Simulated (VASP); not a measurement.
A run of VASP 6.6.1 is set up as follows.

Contents of INCAR:

```
ALGO = Normal
EDIFF = 1E-6
ENCUT = 520
GGA = PE
GGA_COMPAT = F
ISIF = 2
ISMEAR = 0
ISYM = -1
LASPH = T
LCHARG = T
LELF = T
LREAL = Auto
LVHAR = T
LWAVE = F
NBANDS = 250
NELECT = 394.0
NELM = 120
PREC = Accurate
SIGMA = 0.01
```

Contents of KPOINTS:

```
explicit points
1
Reciprocal
  0.25000000   0.25000000   0.25000000 1
```

POSCAR

```
Al47CdN48
1.0
    9.3892708211      5.4208981504      0.0000000000
   -9.3892709202      5.4208979788      0.0000000000
    0.0000000000      0.0000000000     10.0348065900
Al N Cd
47 48 1
Direct
   -0.0005197741      0.1660138267      0.2495952017
    0.1659942731     -0.0007295310      0.2499431187
    0.3330828586      0.3305882603      0.2464290539
   -0.0033383429      0.3328640365      0.4983824661
    0.1663391826      0.1632064564      0.4983776373
    0.3330316472     -0.0008979282      0.4987115653
    0.0002936638      0.1668290089      0.7483671235
    0.1665648708     -0.0006588233      0.7490802069
    0.3330843857      0.3315230909      0.7539416216
   -0.0019915769      0.3317277524      0.9996316079
    0.1651942928      0.1645520094      0.9996314002
    0.3330504233     -0.0005051405      0.9993608751
   -0.0002199372      0.6666921022      0.2499441892
    0.1640501747      0.4996110904      0.2464270223
    0.3330550606      0.8331937884      0.2495967671
   -0.0002612251      0.8329381620      0.5000033964
    0.1633249120      0.6663002593      0.4983673880
   -0.0006924630      0.6661147826      0.7490737913
    0.1649979672      0.4996133405      0.7539506271
    0.3330641866      0.8323681904      0.7483602277
   -0.0002802815      0.8329266196      0.9991739328
    0.1658577132      0.6674493018      0.9996400420
    0.3330481307      0.4995873789      0.9960379953
    0.5001609438      0.1663184210      0.2499400939
    0.6663421762     -0.0000393236      0.2499480284
    0.8327353611      0.3325308649      0.2499426518
    0.4997668092      0.3298654946      0.4983647299
    0.6663984062      0.1662807287      0.5000042491
    0.8334837370      0.0000217719      0.4986994543
    0.4995807631      0.1658437157      0.7490767609
    0.6668311803     -0.0001243052      0.7490742934
    0.8328061556      0.3330998934      0.7490819762
    0.5009103070      0.3323955265      0.9996381050
    0.6663886465      0.1662529574      0.9991741000
    0.8331355048     -0.0003295876      0.9993711683
    0.5021053992      0.6686382658      0.2464351786
    0.6666617882      0.4995900933      0.2495953354
    0.8334223895      0.8328753256      0.2499488078
    0.5027751377      0.8360350950      0.4983666354
    0.6694994091      0.6692987706      0.4983698043
    0.8325668513      0.4995674251      0.4987133409
    0.5011607754      0.6676926004      0.7539392563
    0.6658346348      0.4995964931      0.7483605842
    0.8333352877      0.8333665803      0.7490728820
    0.5002282075      0.8346229109      0.9996381903
    0.6680861581      0.6667613316      0.9996361503
    0.8329567844      0.4995833116      0.9993566980
    0.0001152681      0.1666486424      0.4403604822
    0.1651027713     -0.0044346049      0.4402149240
    0.3330907140      0.3099204428      0.4304192830
   -0.0027930016      0.3303109455      0.1883932191
    0.1637791019      0.1637444310      0.1883939153
    0.3330212554      0.0001855186      0.1900096462
   -0.0004799206      0.1660569331      0.9389831945
    0.1663940816     -0.0012367946      0.9394732809
    0.3330935263      0.3296149696      0.9444576095
   -0.0006756633      0.3331596268      0.6902417873
    0.1666240382      0.1658565467      0.6902394140
    0.3330279939     -0.0007258461      0.6897138268
   -0.0030774116      0.6676416168      0.4402296968
    0.1433699684      0.4996176980      0.4304176498
    0.3330579385      0.8325509486      0.4403617244
   -0.0003043127      0.8329122685      0.1892466379
    0.1664340141      0.6688196813      0.1883977290
    0.3330306560      0.4995662402      0.1889499597
   -0.0010887026      0.6663242826      0.9394655739
    0.1630717058      0.4996305283      0.9444631814
    0.3330802704      0.8331728973      0.9389757920
   -0.0002900001      0.8329068572      0.6906788746
    0.1657079005      0.6659606077      0.6902071712
    0.3330436444      0.4995704427      0.7205101503
    0.5010983621      0.1634569755      0.4402247247
    0.6691745731      0.0037577734      0.4402243514
    0.8290307295      0.3316406066      0.4402144264
    0.5022850212      0.3329695447      0.1883938055
    0.6663778910      0.1662317414      0.1892458056
    0.8324077587     -0.0010572695      0.1900225937
    0.4997869765      0.1654472849      0.9394673328
    0.6672473822      0.0004738144      0.9394733872
    0.8322215686      0.3329247616      0.9394728797
    0.4994313944      0.3322413102      0.6902052075
    0.6663699587      0.1662460905      0.6906773448
    0.8333021381     -0.0001603792      0.6896960470
    0.5228673796      0.6893965601      0.4304221048
    0.6660200194      0.4995902147      0.4403576240
    0.8372123361      0.8357105374      0.4402251649
    0.4995973788      0.8353873571      0.1884045875
    0.6688525536      0.6661315855      0.1884002072
    0.8336536156      0.4995575284      0.1900049593
    0.5030987818      0.6696369847      0.9444570348
    0.6666354125      0.4996156468      0.9389751656
    0.8339393919      0.8337824443      0.9394723274
    0.5003430351      0.8332873204      0.6902219865
    0.6667537555      0.6668747797      0.6902233673
    0.8327419238      0.4995629866      0.6897147862
    0.3331000585      0.4996460385      0.5015276121
```

Potentials or basis: VASP PAW PBE potentials, release 64 (Al, N, Cd).

Launch:

```bash
$ cat potpaw_PBE.64/Al/POTCAR potpaw_PBE.64/N/POTCAR potpaw_PBE.64/Cd/POTCAR > POTCAR
$ mpirun -np 1 vasp_std > vasp.out
```

(1) Predict the largest force.

Results:

(1) 0.090 eV/Å.

Caveat: the cell carries a net charge on a neutralising background, which shifts energy and pressure.
